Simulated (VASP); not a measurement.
Set up this calculation in VASP 6.6.1, as the native input.

| Quantity | Value |
| --- | --- |
| Task | relaxation of cell and atoms |
| Functional | RPBE |
| Potentials or basis | VASP PAW PBE potentials, release 64 (W_sv) |
| Cutoff | 600 eV |
| k mesh | 12 × 12 × 12 |
| Occupations | fermi-dirac, width 0.05 eV |
| Spin | no spin polarisation |
| Dipole correction | no |
| Further INCAR settings | ALGO = Normal; EDIFF = 1e-06; IBRION = 2; EDIFFG = -0.02; NSW = 80; ISIF = 3 |

The structure of W lies in POSCAR:

```
W
1.0
   -1.5823450000      1.5823450000      1.5823450000
    1.5823450000     -1.5823450000      1.5823450000
    1.5823450000      1.5823450000     -1.5823450000
W
1
Direct
    0.0000000000      0.0000000000      0.0000000000
```

These files were run (other wordings do the same):

INCAR

```
SYSTEM = W
ALGO = Normal
EDIFF = 1E-6
EDIFFG = -0.02
ENCUT = 600
GGA = RP
IBRION = 2
ISIF = 3
ISMEAR = -1
LASPH = .TRUE.
LCHARG = .FALSE.
LREAL = .FALSE.
LWAVE = .FALSE.
NELM = 100
NSW = 80
PREC = Accurate
SIGMA = 0.05
```

KPOINTS

```
k-points
0
G
  12 12 12
  0 0 0
```

Potentials or basis: VASP PAW PBE potentials, release 64 (W_sv).

Command:

```console
$ cat potpaw_PBE.64/W_sv/POTCAR > POTCAR
$ mpirun -np 1 vasp_std > vasp.out
```

Results of the run:

```json
{"Relaxed volume": "16.38 Å³/atom", "Relaxed cell": "a = 2.771 Å, b = 2.771 Å, c = 2.771 Å, α = 109.47°, β = 109.47°, γ = 109.47°", "Space group after relaxing (to 0.05 Å)": "Im-3m (No. 229)", "Energy gained by relaxing": "16.6 meV/atom", "Ionic steps": "4", "Pressure after relaxing": "0.0 GPa", "Band gap on the k mesh": "zero (band 7 reaches 15.99 eV, above the bottom of band 8 at 9.89 eV)"}
```

Caveat: the PAW data sets were made with another functional, which shifts forces and pressure a little; spin-orbit coupling is left out, which moves the levels of the heavy elements.

Run time: 29 s on 1 thread of Intel(R) Xeon(R) Platinum 8375C CPU @ 2.90GHz (Ice Lake), with other jobs on the host, peak memory 0.15 GiB.
